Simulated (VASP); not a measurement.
# Cs (Im-3m) in VASP: further runs, part 2 of 2

VASP 6.6.1.

## (3) Single point, PBE

This run uses another cell than the first one, of 114.27 Å³/atom, 0.933 times its volume.

File INCAR:

```
SYSTEM = Cs
PREC     = Accurate       ! precision mode
ENCUT    = 500            ! plane-wave cutoff, eV
EDIFF    = 1E-6           ! SCF threshold, eV
ISMEAR   = 0              ! smearing method
SIGMA    = 0.1            ! smearing width, eV
LREAL    = .FALSE.        ! projectors in reciprocal space
LASPH    = .TRUE.         ! aspherical terms in the spheres
NELM     = 120            ! most SCF steps
ALGO     = Normal         ! electronic algorithm
ISIF     = 2              ! what is computed and relaxed
LWAVE    = .FALSE.        ! write WAVECAR
LCHARG   = .FALSE.        ! write CHGCAR
GGA      = PE             ! functional
NBANDS   = 10             ! bands
GGA_COMPAT= .FALSE.
```

File KPOINTS:

```
regular mesh
0
G
  4 4 4
  0 0 0
```

File POSCAR:

```
Cs
1.0
   -3.0569747888      3.0569747888      3.0569747888
    3.0569747888     -3.0569747888      3.0569747888
    3.0569747888      3.0569747888     -3.0569747888
Cs
1
Direct
    0.0000000000      0.0000000000      0.0000000000
```

Potentials or basis: VASP PAW PBE potentials, release 64 (Cs_sv).

Run with:

```sh
> cat potpaw_PBE.64/Cs_sv/POTCAR > POTCAR
> mpirun -np 1 vasp_std > vasp.out
```

OUTCAR:

```text
SYSTEM = Cs
   PREC = Accurate
   ENCUT = 500
   EDIFF = 1E-6
   ISMEAR = 0
   LREAL = .FALSE.
   LASPH = .TRUE.
   NELM = 120
   ISIF = 2
   GGA = PE

 ion  position               nearest neighbor table
   1  0.000  0.000  0.000-

  LATTYP: Found a body centered cubic cell.
 ALAT       =     6.1139495776

  Lattice vectors:

 A1 = (  -3.0569747888,   3.0569747888,   3.0569747888)
 A2 = (   3.0569747888,  -3.0569747888,   3.0569747888)
 A3 = (   3.0569747888,   3.0569747888,  -3.0569747888)

Analysis of symmetry for initial positions (statically):
=====================================================================
 Subroutine PRICEL returns:
 Original cell was already a primitive cell.

 Routine SETGRP: Setting up the symmetry group for a
 body centered cubic supercell.

 Subroutine GETGRP returns: Found 48 space group operations
 (whereof 48 operations were pure point group operations)
 out of a pool of 48 trial point group operations.

The static configuration has the point symmetry O_h .

Analysis of symmetry for dynamics (positions and initial velocities):
=====================================================================
 Subroutine PRICEL returns:
 Original cell was already a primitive cell.

 Routine SETGRP: Setting up the symmetry group for a
 body centered cubic supercell.

 Subroutine GETGRP returns: Found 48 space group operations
 (whereof 48 operations were pure point group operations)
 out of a pool of 48 trial point group operations.

The dynamic configuration has the point symmetry O_h .

 Subroutine INISYM returns: Found 48 space group operations
 (whereof 48 operations are pure point group operations),
 and found     1 'primitive' translations

----------------------------------------------------------------------------------------

                                     Primitive cell

  volume of cell :     114.2709

  direct lattice vectors                    reciprocal lattice vectors
    -3.056974789  3.056974789  3.056974789     0.000000000  0.163560394  0.163560394
     3.056974789 -3.056974789  3.056974789     0.163560394  0.000000000  0.163560394
     3.056974789  3.056974789 -3.056974789     0.163560394  0.163560394  0.000000000

  length of vectors
     5.294835652  5.294835652  5.294835652     0.231309327  0.231309327  0.231309327

  position of ions in fractional coordinates (direct lattice)
     0.000000000  0.000000000  0.000000000

  ion indices of the primitive-cell ions
   primitive index   ion index
                 1           1

----------------------------------------------------------------------------------------

 KPOINTS: regular mesh

Automatic generation of k-mesh.
 Grid dimensions read from file:
 generate k-points for:    4    4    4

 Generating k-lattice:

  Cartesian coordinates                     Fractional coordinates (reciprocal lattice)
     0.000000000  0.040890098  0.040890098     0.250000000  0.000000000  0.000000000
     0.040890098  0.000000000  0.040890098     0.000000000  0.250000000  0.000000000
     0.040890098  0.040890098  0.000000000     0.000000000  0.000000000  0.250000000

  Length of vectors
     0.057827332  0.057827332  0.057827332

  Shift w.r.t. Gamma in fractional coordinates (k-lattice)
     0.000000000  0.000000000  0.000000000

 Subroutine IBZKPT returns following result:
 ===========================================

 Found      8 irreducible k-points:

 Following reciprocal coordinates:
            Coordinates               Weight
  0.000000  0.000000  0.000000      1.000000
  0.250000  0.000000  0.000000     12.000000
  0.500000  0.000000  0.000000      6.000000
  0.250000  0.250000  0.000000     24.000000
  0.250000  0.250000  0.250000      2.000000
 -0.250000  0.250000  0.250000      6.000000
  0.500000  0.500000  0.250000     12.000000
  0.500000  0.500000  0.500000      1.000000
   k-points           NKPTS =      8   k-points in BZ     NKDIM =      8   number of bands    NBANDS=     10
   number of dos      NEDOS =    301   number of ions     NIONS =      1
   total plane-waves  NPLWV =  64000
   dimension x,y,z NGX =    40 NGY =   40 NGZ =   40
   dimension x,y,z NGXF=    80 NGYF=   80 NGZF=   80
   ions per type =               1
   NGX,Y,Z   is equivalent  to a cutoff of  12.56, 12.56, 12.56 a.u.
   NGXF,Y,Z  is equivalent  to a cutoff of  25.12, 25.12, 25.12 a.u.
 SYSTEM =  Cs
   PREC   = accura    normal or accurate (medium, high low for compatibility)
   ISTART =      0    job   : 0-new  1-cont  2-samecut
   ICHARG =      2    charge: 1-file 2-atom 10-const
   ISPIN  =      1    spin polarized calculation?
   LNONCOLLINEAR =      F non collinear calculations
   LSORBIT =      F    spin-orbit coupling
   LASPH  =      T    aspherical Exc in radial PAW
   ENCUT  =  500.0 eV  36.75 Ry    6.06 a.u.   9.65  9.65  9.65*2*pi/ulx,y,z
   NELM   =    120;   NELMIN=  2; NELMDL= -5     # of ELM steps
   EDIFF  = 0.1E-05   stopping-criterion for ELM
   LREAL  =      F    real-space projection
   EDIFFG = 0.1E-04   stopping-criterion for IOM
   NSW    =      0    number of steps for IOM
   IBRION =     -1    ionic relax: 0-MD 1-quasi-New 2-CG
   NFREE  =      0    steps in history (QN), initial steepest desc. (CG)
   ISIF   =      2    stress and relaxation
   ISYM   =      2    0-nonsym 1-usesym 2-fastsym
   POTIM  = 0.5000    time-step for ionic-motion
   TEBEG  =    0.0;   TEEND  =   0.0 temperature during run
   PSTRESS=    0.0 pullay stress
   NELECT =       9.0000    total number of electrons
   NUPDOWN=      -1.0000    fix difference up-down
   EMIN   =  10.00;   EMAX   =-10.00  energy-range for DOS
   EFERMI =   0.00;   METHOD = LEGACY
   ISMEAR =     0;   SIGMA  =   0.10  broadening in eV -4-tet -1-fermi 0-gaus
   EFERMI_NEDOS =   21; number of points for ismear=-14 and -15
   IALGO  =     38    algorithm
   IMIX   =      4    mixing-type and parameters
     AMIX     =   0.40;   BMIX     =  1.00
     AMIX_MAG =   1.60;   BMIX_MAG =  1.00
  volume/ion in A,a.u.               =     114.27       771.14
  Fermi-wavevector in a.u.,A,eV,Ry     =   0.701741  1.326099  6.700068  0.492441
  Thomas-Fermi vector in A             =   1.786251
   LORBIT       =      0    0 simple, 1 ext, 2 COOP (PROOUT), +10 PAW based schemes
   GGA     = PE    functional components
   LHFCALC =     F    Hartree Fock is set to
   AEXX    =    0.0000 exact exchange contribution
   IVDW    =     0    specifies the selected vdW correction
   LEPSILON=     F    determine dielectric tensor
   LRPA    =     F    only Hartree local field effects (RPA)
 non-spin polarized calculation
 Gauss-broadening in eV      SIGMA  =   0.10
  energy-cutoff  :      500.00
  volume of cell :      114.27
 maximum number of plane-waves:      2923
 NGX is ok and might be reduce to    40
   NGX = 19   NGY = 19   NGZ = 19

 number of electron       9.0000001 magnetization

 Free energy of the ion-electron system (eV)
  ---------------------------------------------------
  ext. energy  EPLUGINS =         0.00000000
  ---------------------------------------------------
  free energy    TOTEN  =        -0.80786774 eV

  energy without entropy =       -0.78183477  energy(sigma->0) =       -0.79485125

 E-fermi :   0.4846     XC(G=0):  -5.4213

 val. band max:        0.0201238760   @ k =  -0.2500   0.2500   0.2500
 cond. band min:       0.4944939475   @ k =   0.2500   0.2500   0.0000
 fundamental gap:      0.4743700715
 Fermi energy:         0.4846487090

 k-point     1 :       0.0000    0.0000    0.0000
  band No.  band energies     occupation
      1     -23.3792      2.00000
      2     -10.1220      2.00000
      3     -10.1220      2.00000
      4     -10.1220      2.00000
      5      -1.2133      2.00000
      6       2.9684      0.00000
      7       2.9684      0.00000
      8       2.9684      0.00000
      9       3.8314      0.00000
     10       3.8314      0.00000
[... 79 lines left out ...]
 k-point     8 :       0.5000    0.5000    0.5000
  band No.  band energies     occupation
      1     -23.3668      2.00000
      2     -10.2219      2.00000
      3     -10.2219      2.00000
      4     -10.2219      2.00000
      5       1.1145      0.00000
      6       1.1145      0.00000
      7       3.5001      0.00000
      8       3.5001      0.00000
      9       3.5001      0.00000
     10       4.9305      0.00000

------------------------ aborting loop because EDIFF is reached ----------------------------------------

  FORCE on cell =-STRESS in cart. coord.  units (eV):
  Direction    XX          YY          ZZ          XY          YZ          ZX
  --------------------------------------------------------------------------------------
  -------------------------------------------------------------------------------------
  Total        0.0476583      0.0476583      0.0476583      0.0000000      0.0000000      0.0000000
  in kB        0.6682103      0.6682103      0.6682103      0.0000000      0.0000000      0.0000000
  external PRESSURE =       0.6682103 kB  Pullay stress =       0.0000000 kB

 VOLUME and BASIS-vectors are now :
 -----------------------------------------------------------------------------
  energy-cutoff  :      500.00
  volume of cell :      114.27
      direct lattice vectors                 reciprocal lattice vectors
    -3.056974789  3.056974789  3.056974789     0.000000000  0.163560394  0.163560394
     3.056974789 -3.056974789  3.056974789     0.163560394  0.000000000  0.163560394
     3.056974789  3.056974789 -3.056974789     0.163560394  0.163560394  0.000000000

 POSITION                                       TOTAL-FORCE (eV/Angst)
 -----------------------------------------------------------------------------------
      0.00000      0.00000      0.00000         0.000000      0.000000      0.000000
 -----------------------------------------------------------------------------------
    total drift:                               -0.000000     -0.000000     -0.000000

  FREE ENERGIE OF THE ION-ELECTRON SYSTEM (eV)
  ---------------------------------------------------
  free  energy   TOTEN  =        -0.8078677403 eV

  energy  without entropy=       -0.7818347658  energy(sigma->0) =       -0.79485125
```

Run time: 16 s. Hardware: 1 thread of Intel Xeon 8259CL, shared host; peak memory 0.22 GiB.

What came out:

```yaml
Free_energy: -0.8079 eV
Pressure: 0.1 GPa
```

Levels at points of the mesh, in eV from the Fermi level:
| k point | band 1 | band 2 | band 3 | band 4 | band 5 | band 6 | band 7 | band 8 | band 9 |
| --- | --- | --- | --- | --- | --- | --- | --- | --- | --- |
| (0.00, 0.00, 0.00) | -23.86 | -10.61 | -10.61 | -10.61 | -1.70 | 2.48 | 2.48 | 2.48 | 3.35 |
| (0.50, 0.00, 0.00) | -23.86 | -10.75 | -10.65 | -10.61 | 0.02 | 0.87 | 1.63 | 3.19 | 3.80 |
| (0.50, 0.50, 0.50) | -23.85 | -10.71 | -10.71 | -10.71 | 0.63 | 0.63 | 3.02 | 3.02 | 3.02 |

Caveat: the k points lie up to 0.36 Å⁻¹ apart; spin-orbit coupling is left out, which moves the levels of the heavy elements.

## (4) Single point, LDA

This run uses another cell than the first one, of 109.74 Å³/atom, 0.896 times its volume.

File INCAR:

```
SYSTEM = Cs
ALGO = Normal
EDIFF = 1E-6
ENCUT = 500
GGA = CA
GGA_COMPAT = .FALSE.
ISIF = 2
ISMEAR = -5
LASPH = .TRUE.
LCHARG = .TRUE.
LELF = .TRUE.
LREAL = .FALSE.
LVHAR = .TRUE.
LWAVE = .FALSE.
NBANDS = 10
NELM = 120
PREC = Accurate
SIGMA = 0.1
```

File KPOINTS:

```
k-points
0
G
  4 4 4
  0 0 0
```

File POSCAR:

```
Cs
1.0
   -3.0160183466      3.0160183466      3.0160183466
    3.0160183466     -3.0160183466      3.0160183466
    3.0160183466      3.0160183466     -3.0160183466
Cs
1
Direct
    0.0000000000      0.0000000000      0.0000000000
```

Potentials or basis: VASP PAW LDA potentials, release 64 (Cs_sv).

Run with:

```sh
> cat potpaw_LDA.64/Cs_sv/POTCAR > POTCAR
> mpirun -np 1 vasp_std > vasp.out
```

Run time: 16 s. Hardware: 1 thread of Intel Xeon 8259CL, shared host; peak memory 0.18 GiB.

It converged, with:

| Property | Result |
| --- | --- |
| Free energy | -0.9918 eV |
| Pressure | -0.3 GPa |

Levels at points of the mesh, in eV from the Fermi level:
| k point | band 2 | band 3 | band 4 | band 5 | band 6 | band 7 |
| --- | --- | --- | --- | --- | --- | --- |
| (0.00, 0.00, 0.00) | -10.54 | -10.54 | -10.54 | -1.75 | 2.43 | 2.43 |
| (0.50, 0.00, 0.00) | -10.71 | -10.60 | -10.54 | -0.02 | 0.97 | 1.58 |
| (0.50, 0.50, 0.50) | -10.66 | -10.66 | -10.66 | 0.61 | 0.61 | 3.12 |

Caveat: the k points lie up to 0.37 Å⁻¹ apart; spin-orbit coupling is left out, which moves the levels of the heavy elements; tetrahedron occupations give inexact forces and stress in metals.

## (5) Single point, revPBE

File INCAR:

```
SYSTEM = Cs
  PREC = Accurate
  ENCUT = 500
  EDIFF = 1E-6
  ISMEAR = 0
  SIGMA = 0.1
  LREAL = .False.
  LASPH = .True.
  NELM = 120
  ALGO = Normal
  ISIF = 2
  LWAVE = .False.
  LCHARG = .True.
  GGA = RE
  LELF = .True.
  LVHAR = .True.
  NBANDS = 10
  GGA_COMPAT = .False.
```

File KPOINTS:

```
regular mesh
0
Gamma
  4 4 4
  0 0 0
```

File POSCAR:

```
Cs
1.0
   -3.1284650614      3.1284650614      3.1284650614
    3.1284650614     -3.1284650614      3.1284650614
    3.1284650614      3.1284650614     -3.1284650614
Cs
1
Direct
    0.0000000000      0.0000000000      0.0000000000
```

Potentials or basis: VASP PAW PBE potentials, release 64 (Cs_sv).

Run with:

```sh
> cat potpaw_PBE.64/Cs_sv/POTCAR > POTCAR
> mpirun -np 1 vasp_std > vasp.out
```

OUTCAR:

```text
SYSTEM = Cs
   PREC = Accurate
   ENCUT = 500
   EDIFF = 1E-6
   ISMEAR = 0
   LREAL = .False.
   LASPH = .True.
   NELM = 120
   ISIF = 2
   GGA = RE

 ion  position               nearest neighbor table
   1  0.000  0.000  0.000-

  LATTYP: Found a body centered cubic cell.
 ALAT       =     6.2569301228

  Lattice vectors:

 A1 = (  -3.1284650614,   3.1284650614,   3.1284650614)
 A2 = (   3.1284650614,  -3.1284650614,   3.1284650614)
[... 265 lines left out ...]
      9       3.2730      0.00000
     10       4.6529      0.00000

------------------------ aborting loop because EDIFF is reached ----------------------------------------

  FORCE on cell =-STRESS in cart. coord.  units (eV):
  Direction    XX          YY          ZZ          XY          YZ          ZX
  --------------------------------------------------------------------------------------
  -------------------------------------------------------------------------------------
  Total        0.1058604      0.1058604      0.1058604      0.0000000      0.0000000      0.0000000
  in kB        1.3848103      1.3848103      1.3848103      0.0000000      0.0000000      0.0000000
  external PRESSURE =       1.3848103 kB  Pullay stress =       0.0000000 kB

 VOLUME and BASIS-vectors are now :
 -----------------------------------------------------------------------------
  energy-cutoff  :      500.00
  volume of cell :      122.48
      direct lattice vectors                 reciprocal lattice vectors
    -3.128465061  3.128465061  3.128465061     0.000000000  0.159822785  0.159822785
     3.128465061 -3.128465061  3.128465061     0.159822785  0.000000000  0.159822785
     3.128465061  3.128465061 -3.128465061     0.159822785  0.159822785  0.000000000

 POSITION                                       TOTAL-FORCE (eV/Angst)
 -----------------------------------------------------------------------------------
      0.00000      0.00000      0.00000         0.000000      0.000000     -0.000000
 -----------------------------------------------------------------------------------
    total drift:                                0.000000      0.000000     -0.000000

  FREE ENERGIE OF THE ION-ELECTRON SYSTEM (eV)
  ---------------------------------------------------
  free  energy   TOTEN  =        -0.7108025056 eV

  energy  without entropy=       -0.6860362016  energy(sigma->0) =       -0.69841935
```

OSZICAR:

```text
N       E                     dE             d eps       ncg     rms          rms(c)
DAV:   1     0.504730159999E+02    0.50473E+02   -0.30207E+03   160   0.608E+02
DAV:   2     0.459522157363E+01   -0.45878E+02   -0.45182E+02   192   0.106E+02
DAV:   3    -0.626921846902E+00   -0.52221E+01   -0.52140E+01   188   0.410E+01
DAV:   4    -0.703432871025E+00   -0.76511E-01   -0.76501E-01   198   0.601E+00
DAV:   5    -0.703796530023E+00   -0.36366E-03   -0.36366E-03   214   0.340E-01    0.162E-01
DAV:   6    -0.707153842587E+00   -0.33573E-02   -0.17073E-03   176   0.214E-01    0.114E-01
DAV:   7    -0.710721366139E+00   -0.35675E-02   -0.64085E-03   166   0.438E-01    0.327E-02
DAV:   8    -0.710799017260E+00   -0.77651E-04   -0.16901E-04   218   0.811E-02    0.556E-03
DAV:   9    -0.710803031969E+00   -0.40147E-05   -0.75735E-06   196   0.162E-02    0.305E-03
DAV:  10    -0.710802505632E+00    0.52634E-06   -0.16005E-06   200   0.704E-03
   1 F= -.71080251E+00 E0= -.69841935E+00  d E =-.247663E-01
```

stdout:

```text
POSCAR found type information on POSCAR Cs
 POSCAR found :  1 types and       1 ions
 scaLAPACK will be used
 -----------------------------------------------------------------------------
|                                                                             |
|                                                                             |
|     You enforced a specific xc type in the INCAR file but a different       |
|     I HOPE YOU KNOW WHAT YOU ARE DOING!                                     |
|                                                                             |
 -----------------------------------------------------------------------------

 LDA part: xc-table for (Slater+PW92), standard interpolation
 POSCAR, INCAR and KPOINTS ok, starting setup
 FFT: planning ... GRIDC
 FFT: planning ... GRID_SOFT
 FFT: planning ... GRID
 WAVECAR not read
 entering main loop
```

Run time: 17 s. Hardware: 1 thread of Intel Xeon 8259CL, shared host; peak memory 0.23 GiB.

Results:

- Free energy: -0.7108 eV
- Pressure: 0.1 GPa

Caveat: the PAW data sets were made with another functional, which shifts forces and pressure a little; spin-orbit coupling is left out, which moves the levels of the heavy elements.

## (6) Overview

```tsv
level	potentials or basis	cell	k mesh	smearing	gap on the mesh (eV)	pressure (GPa)
PBE	VASP PAW PBE potentials, release 64 (Cs_sv)	a = 5.419 Å, angles 109.5°, 1 atom	3 × 3 × 3	tetrahedron	none	-0.1
PBE	VASP PAW PBE potentials, release 64 (Cs_sv)	a = 5.295 Å, angles 109.5°, 1 atom	4 × 4 × 4	gaussian 0.1 eV	none	0.1
LDA	VASP PAW LDA potentials, release 64 (Cs_sv)	a = 5.224 Å, angles 109.5°, 1 atom	4 × 4 × 4	tetrahedron	none	-0.3
revPBE	VASP PAW PBE potentials, release 64 (Cs_sv)	a = 5.419 Å, angles 109.5°, 1 atom	4 × 4 × 4	gaussian 0.1 eV	none	0.1
```

Alike in all rows: task single point; no spin polarisation; cutoff (eV) 500.

Caveats: some runs use coarse meshes; spin-orbit coupling is left out, which moves the levels of the heavy elements; tetrahedron occupations give inexact forces and stress in metals (some runs); the PAW data sets were made with another functional, which shifts forces and pressure a little (some runs).

Absolute energies hang on the potentials; compare differences alone.
